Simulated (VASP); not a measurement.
# I (Cmce) in VASP: a series of runs

The runs below take I through single point, relaxation of cell and atoms, with LDA.

Program: VASP 6.6.1. These are calculated values, not measurements. Logs are shortened: lines on timing, memory, paths and dates and some standing lists are left out, and cuts for length are marked.

## (1) The cell of the first run

Symmetry: Cmce, No. 64, orthorhombic system. Conventional cell: a = 7.161 Å, b = 4.269 Å, c = 9.628 Å, α = 90.00°, β = 90.00°, γ = 90.00°. I (site symmetry m) has 4 I at 2.80 to 3.65 Å within 3.7 Å.

## (2) Single point, LDA

Contents of INCAR:

```
SYSTEM = I
PREC = Accurate ; ENCUT = 500
EDIFF = 1E-6 ; ISMEAR = 0
SIGMA = 0.05 ; LREAL = .False.
LASPH = .True. ; NELM = 120
ALGO = Normal ; ISIF = 2
LWAVE = .False. ; LCHARG = .False.
GGA = CA ; NBANDS = 22
GGA_COMPAT = .False.
```

Contents of KPOINTS:

```
Automatic mesh
0
Gamma
  5 5 2
  0 0 0
```

Contents of POSCAR:

```
I
1.0
    3.5806895926     -2.1346850670      0.0000000000
    3.5806895926      2.1346850670      0.0000000000
    0.0000000000      0.0000000000      9.6279655856
I
4
Direct
    0.8254383594      0.1745616406      0.8768652967
    0.3254383594      0.6745616406      0.6231347033
    0.1745616406      0.8254383594      0.1231347033
    0.6745616406      0.3254383594      0.3768652967
```

Potentials or basis: VASP PAW LDA potentials, release 64 (I).

On the command line:

```sh
> cat potpaw_LDA.64/I/POTCAR > POTCAR
> mpirun -np 1 vasp_std > vasp.out
```

OUTCAR:

```text
SYSTEM = I
   PREC = Accurate
   ENCUT = 500
   EDIFF = 1E-6
   ISMEAR = 0
   LREAL = .False.
   LASPH = .True.
   NELM = 120
   ISIF = 2
   GGA = CA

 ion  position               nearest neighbor table
   1  0.825  0.175  0.877-   3 2.80   2 3.24   2 3.24
   2  0.325  0.675  0.623-   4 2.80   1 3.24   1 3.24
   3  0.175  0.825  0.123-   1 2.80   4 3.24   4 3.24
   4  0.675  0.325  0.377-   2 2.80   3 3.24   3 3.24

  LATTYP: Found a base centered orthorhombic cell.
 ALAT       =     4.2693701340
 B/A-ratio  =     1.6773854129
 C/A-ratio  =     2.2551255299

  Lattice vectors:

 A1 = (  -3.5806895926,  -2.1346850670,   0.0000000000)
 A2 = (   3.5806895926,  -2.1346850670,   0.0000000000)
 A3 = (   0.0000000000,   0.0000000000,   9.6279655856)

Analysis of symmetry for initial positions (statically):
=====================================================================
 Subroutine PRICEL returns:
 Original cell was already a primitive cell.

 Routine SETGRP: Setting up the symmetry group for a
 base centered orthorhombic supercell.

 Subroutine GETGRP returns: Found  8 space group operations
 (whereof  4 operations were pure point group operations)
 out of a pool of  8 trial point group operations.

The static configuration has the point symmetry C_2h.
 The point group associated with its full space group is D_2h.

Analysis of symmetry for dynamics (positions and initial velocities):
=====================================================================
 Subroutine PRICEL returns:
 Original cell was already a primitive cell.

 Routine SETGRP: Setting up the symmetry group for a
 base centered orthorhombic supercell.

 Subroutine GETGRP returns: Found  8 space group operations
 (whereof  4 operations were pure point group operations)
 out of a pool of  8 trial point group operations.

The dynamic configuration has the point symmetry C_2h.
 The point group associated with its full space group is D_2h.

 Subroutine INISYM returns: Found  8 space group operations
 (whereof  4 operations are pure point group operations),
 and found     1 'primitive' translations

----------------------------------------------------------------------------------------

                                     Primitive cell

  volume of cell :     147.1855

  direct lattice vectors                    reciprocal lattice vectors
     3.580689593 -2.134685067  0.000000000     0.139637907 -0.234226588  0.000000000
     3.580689593  2.134685067  0.000000000     0.139637907  0.234226588  0.000000000
     0.000000000  0.000000000  9.627965586     0.000000000  0.000000000  0.103864102

  length of vectors
     4.168719023  4.168719023  9.627965586     0.272691840  0.272691840  0.103864102

  position of ions in fractional coordinates (direct lattice)
     0.825438359  0.174561641  0.876865297
     0.325438359  0.674561641  0.623134703
     0.174561641  0.825438359  0.123134703
     0.674561641  0.325438359  0.376865297

  ion indices of the primitive-cell ions
   primitive index   ion index
                 1           1
                 2           2
                 3           3
                 4           4

----------------------------------------------------------------------------------------

 KPOINTS: Automatic mesh

Automatic generation of k-mesh.
 Grid dimensions read from file:
 generate k-points for:    5    5    2

 Generating k-lattice:

  Cartesian coordinates                     Fractional coordinates (reciprocal lattice)
     0.027927581 -0.046845318  0.000000000     0.200000000  0.000000000  0.000000000
     0.027927581  0.046845318  0.000000000     0.000000000  0.200000000  0.000000000
     0.000000000  0.000000000  0.051932051     0.000000000  0.000000000  0.500000000

  Length of vectors
     0.054538368  0.054538368  0.051932051

  Shift w.r.t. Gamma in fractional coordinates (k-lattice)
     0.000000000  0.000000000  0.000000000

 Subroutine IBZKPT returns following result:
 ===========================================

 Found     18 irreducible k-points:

 Following reciprocal coordinates:
            Coordinates               Weight
  0.000000  0.000000  0.000000      1.000000
  0.200000  0.000000  0.000000      4.000000
  0.400000  0.000000  0.000000      4.000000
  0.200000  0.200000  0.000000      2.000000
  0.400000  0.200000  0.000000      4.000000
 -0.400000  0.200000  0.000000      4.000000
[... 10 lines left out ...]
  0.400000  0.400000  0.500000      2.000000
 -0.400000  0.400000  0.500000      2.000000
   k-points           NKPTS =     18   k-points in BZ     NKDIM =     18   number of bands    NBANDS=     22
   number of dos      NEDOS =    301   number of ions     NIONS =      4
   total plane-waves  NPLWV =  63000
   dimension x,y,z NGX =    30 NGY =   30 NGZ =   70
   dimension x,y,z NGXF=    60 NGYF=   60 NGZF=  140
   ions per type =               4
   NGX,Y,Z   is equivalent  to a cutoff of  11.96, 11.96, 12.09 a.u.
   NGXF,Y,Z  is equivalent  to a cutoff of  23.93, 23.93, 24.17 a.u.
 SYSTEM =  I
   PREC   = accura    normal or accurate (medium, high low for compatibility)
   ISTART =      0    job   : 0-new  1-cont  2-samecut
   ICHARG =      2    charge: 1-file 2-atom 10-const
   ISPIN  =      1    spin polarized calculation?
   LNONCOLLINEAR =      F non collinear calculations
   LSORBIT =      F    spin-orbit coupling
   LASPH  =      T    aspherical Exc in radial PAW
   ENCUT  =  500.0 eV  36.75 Ry    6.06 a.u.   7.60  7.60 17.55*2*pi/ulx,y,z
   NELM   =    120;   NELMIN=  2; NELMDL= -5     # of ELM steps
   EDIFF  = 0.1E-05   stopping-criterion for ELM
   LREAL  =      F    real-space projection
   EDIFFG = 0.1E-04   stopping-criterion for IOM
   NSW    =      0    number of steps for IOM
   IBRION =     -1    ionic relax: 0-MD 1-quasi-New 2-CG
   NFREE  =      0    steps in history (QN), initial steepest desc. (CG)
   ISIF   =      2    stress and relaxation
   ISYM   =      2    0-nonsym 1-usesym 2-fastsym
   POTIM  = 0.5000    time-step for ionic-motion
   TEBEG  =    0.0;   TEEND  =   0.0 temperature during run
   PSTRESS=    0.0 pullay stress
   NELECT =      28.0000    total number of electrons
   NUPDOWN=      -1.0000    fix difference up-down
   EMIN   =  10.00;   EMAX   =-10.00  energy-range for DOS
   EFERMI =   0.00;   METHOD = LEGACY
   ISMEAR =     0;   SIGMA  =   0.05  broadening in eV -4-tet -1-fermi 0-gaus
   EFERMI_NEDOS =   21; number of points for ismear=-14 and -15
   IALGO  =     38    algorithm
   IMIX   =      4    mixing-type and parameters
     AMIX     =   0.40;   BMIX     =  1.00
     AMIX_MAG =   1.60;   BMIX_MAG =  1.00
  volume/ion in A,a.u.               =      36.80       248.31
  Fermi-wavevector in a.u.,A,eV,Ry     =   0.941541  1.779254 12.061554  0.886499
  Thomas-Fermi vector in A             =   2.069062
   LORBIT       =      0    0 simple, 1 ext, 2 COOP (PROOUT), +10 PAW based schemes
   GGA     = CA    functional components
   LHFCALC =     F    Hartree Fock is set to
   AEXX    =    0.0000 exact exchange contribution
   IVDW    =     0    specifies the selected vdW correction
   LEPSILON=     F    determine dielectric tensor
   LRPA    =     F    only Hartree local field effects (RPA)
 non-spin polarized calculation
 Gauss-broadening in eV      SIGMA  =   0.05
  energy-cutoff  :      500.00
  volume of cell :      147.19
 maximum number of plane-waves:      3784
   NGX = 15   NGY = 15   NGZ = 35

 number of electron      28.0000003 magnetization

 Free energy of the ion-electron system (eV)
  ---------------------------------------------------
  ext. energy  EPLUGINS =         0.00000000
  ---------------------------------------------------
  free energy    TOTEN  =        -8.08982608 eV

  energy without entropy =       -8.08982608  energy(sigma->0) =       -8.08982608

 E-fermi :   4.3393     XC(G=0):  -9.0308

 val. band max:        4.0907296986   @ k =   0.0000   0.0000   0.0000
 cond. band min:       4.8641617354   @ k =   0.4000   0.4000   0.0000
 fundamental gap:      0.7734320368
 Fermi energy:         4.3392707717

 k-point     1 :       0.0000    0.0000    0.0000
  band No.  band energies     occupation
      1     -10.0872      2.00000
      2      -9.1449      2.00000
      3      -8.5238      2.00000
      4      -6.8065      2.00000
      5      -1.1037      2.00000
      6       0.9621      2.00000
[... 14 lines left out ...]
     21      10.9712      0.00000
     22      11.8208      0.00000

 k-point     2 :       0.2000    0.0000    0.0000
  band No.  band energies     occupation
      1      -9.8616      2.00000
      2      -9.0422      2.00000
      3      -8.3510      2.00000
      4      -6.9810      2.00000
      5      -1.0027      2.00000
      6       0.2267      2.00000
[... 14 lines left out ...]
     21      11.0982      0.00000
     22      11.3719      0.00000

 k-point     3 :       0.4000    0.0000    0.0000
  band No.  band energies     occupation
      1      -9.3242      2.00000
      2      -8.9591      2.00000
      3      -7.9453      2.00000
      4      -7.4526      2.00000
      5      -1.2399      2.00000
      6      -1.0267      2.00000
[... 14 lines left out ...]
     21      12.0744      0.00000
     22      12.3870      0.00000
[... 326 lines left out ...]
 k-point    17 :       0.4000    0.4000    0.5000
  band No.  band energies     occupation
      1      -9.4035      2.00000
      2      -9.4035      2.00000
      3      -7.3111      2.00000
      4      -7.3111      2.00000
      5      -0.0833      2.00000
      6      -0.0833      2.00000
[... 14 lines left out ...]
     21      11.5267      0.00000
     22      11.5267      0.00000

 k-point    18 :      -0.4000    0.4000    0.5000
  band No.  band energies     occupation
      1      -9.2417      2.00000
      2      -9.2417      2.00000
      3      -7.3963      2.00000
      4      -7.3963      2.00000
      5      -0.5264      2.00000
      6      -0.5264      2.00000
[... 14 lines left out ...]
     21      11.4473      0.00000
     22      11.4473      0.00000

------------------------ aborting loop because EDIFF is reached ----------------------------------------

  FORCE on cell =-STRESS in cart. coord.  units (eV):
  Direction    XX          YY          ZZ          XY          YZ          ZX
  --------------------------------------------------------------------------------------
  -------------------------------------------------------------------------------------
  Total        0.0397064      0.1164640      0.1810053      0.0000000      0.0000000      0.0000000
  in kB        0.4322217      1.2677604      1.9703207      0.0000000      0.0000000      0.0000000
  external PRESSURE =       1.2234342 kB  Pullay stress =       0.0000000 kB

 VOLUME and BASIS-vectors are now :
 -----------------------------------------------------------------------------
  energy-cutoff  :      500.00
  volume of cell :      147.19
      direct lattice vectors                 reciprocal lattice vectors
     3.580689593 -2.134685067  0.000000000     0.139637907 -0.234226588  0.000000000
     3.580689593  2.134685067  0.000000000     0.139637907  0.234226588  0.000000000
     0.000000000  0.000000000  9.627965586     0.000000000  0.000000000  0.103864102

 POSITION                                       TOTAL-FORCE (eV/Angst)
 -----------------------------------------------------------------------------------
      3.58069     -1.38942      8.44243         0.000000      0.005599     -0.005831
      3.58069      0.74527      5.99952         0.000000      0.005599      0.005831
      3.58069      1.38942      1.18554         0.000000     -0.005599      0.005831
      3.58069     -0.74527      3.62845         0.000000     -0.005599     -0.005831
 -----------------------------------------------------------------------------------
    total drift:                               -0.000000      0.000000      0.000000

  FREE ENERGIE OF THE ION-ELECTRON SYSTEM (eV)
  ---------------------------------------------------
  free  energy   TOTEN  =        -8.0898260799 eV

  energy  without entropy=       -8.0898260799  energy(sigma->0) =       -8.08982608
```

Wall time 41 s (1 thread of Intel Xeon 8259CL, shared host); peak memory 0.21 GiB.

Results:

```
Free energy            : -8.0898 eV
Pressure               : 0.1 GPa
Largest force          : 0.008 eV/Å
Band gap on the k mesh : 0.77 eV (least direct gap 1.01 eV)
```

Forces on the atoms (eV/Å):
```
I    0.000  0.006 -0.006
I    0.000  0.006  0.006
I    0.000 -0.006  0.006
I    0.000 -0.006 -0.006
```

Stress tensor (GPa, compression positive):
```
0.04 0.00 0.00
0.00 0.13 0.00
0.00 0.00 0.20
```

Levels at points of the mesh, in eV from the valence-band top:
| k point | band 11 | band 12 | band 13 | band 14 | band 15 | band 16 | band 17 | band 18 |
| --- | --- | --- | --- | --- | --- | --- | --- | --- |
| (0.00, 0.00, 0.00) | -0.96 | -0.95 | -0.47 | 0.00 | 1.01 | 1.99 | 4.37 | 4.91 |
| (0.00, 0.00, 0.50) | -0.76 | -0.76 | -0.18 | -0.18 | 1.14 | 1.14 | 5.19 | 5.19 |

Caveat: spin-orbit coupling is left out, which moves the levels of the heavy elements; an odd mesh through Γ misses points on the zone boundary, where band edges can lie.

(Part 1 of 2 ends here.)
